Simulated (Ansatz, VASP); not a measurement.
## Cu in VASP and in Ansatz

File INCAR:

```
PREC = Accurate ; ENCUT = 600
EDIFF = 1E-7 ; ISMEAR = -1
SIGMA = 0.05 ; LREAL = F
LASPH = T ; NELM = 60
ALGO = Normal ; ISIF = 3
LWAVE = F ; LCHARG = F
GGA = PS ; IBRION = 2
NSW = 60 ; EDIFFG = -0.005
```

KPOINTS

```
Automatic mesh
0
Gamma
  21 21 21
```

POSCAR

```
Cu
1.0
    0.0000000000      1.8074791684      1.8074791684
    1.8074791684      0.0000000000      1.8074791684
    1.8074791684      1.8074791684      0.0000000000
Cu
1
Direct
    0.0000000000      0.0000000000      0.0000000000
```

Input for Ansatz:

```yaml
crystal:
  lattice:
    - [0.0, 1.8074791684, 1.8074791684]
    - [1.8074791684, 0.0, 1.8074791684]
    - [1.8074791684, 1.8074791684, 0.0]
  atoms:
    - { symbol: Cu, position: [0.0, 0.0, 0.0] }
kpoints:
  mp_grid: { grid: [21, 21, 21] }
scf:
  occupations: { method: fermi_dirac, width: 0.05 }
hamiltonian:
  xc: pbesol
  pseudopotentials: { kind: paw }
output:
  forces: true
  stress: true
relax:
  f_tol: 0.005
  max_steps: 40
  cell: {}
```

Alike in both runs: task relaxation of cell and atoms; functional PBEsol; k mesh 21 × 21 × 21; occupations fermi-dirac, width 0.05 eV; no spin polarisation.

```csv
,VASP,Ansatz
version,VASP 6.6.1,Ansatz 0.2.0
potentials or method,"VASP PAW PBE potentials, release 64 (Cu)","PAW with Ansatz's default frozen-core files, scalar-relativistic"
plane-wave cutoff (eV),600,420
valence electrons in the cell,11,19
```

```csv
,VASP,Ansatz,Ansatz less VASP
relaxed volume (Å³/atom),11.36,11.31,-0.053
relaxed cell length with the largest relative difference (Å),2.523,2.519,-0.0039
```

VASP's potentials were made for PBE, not for PBEsol. VASP's potentials hold 11 valence electrons a cell and Ansatz's 19, so a difference there can come from the potentials and not from the codes.
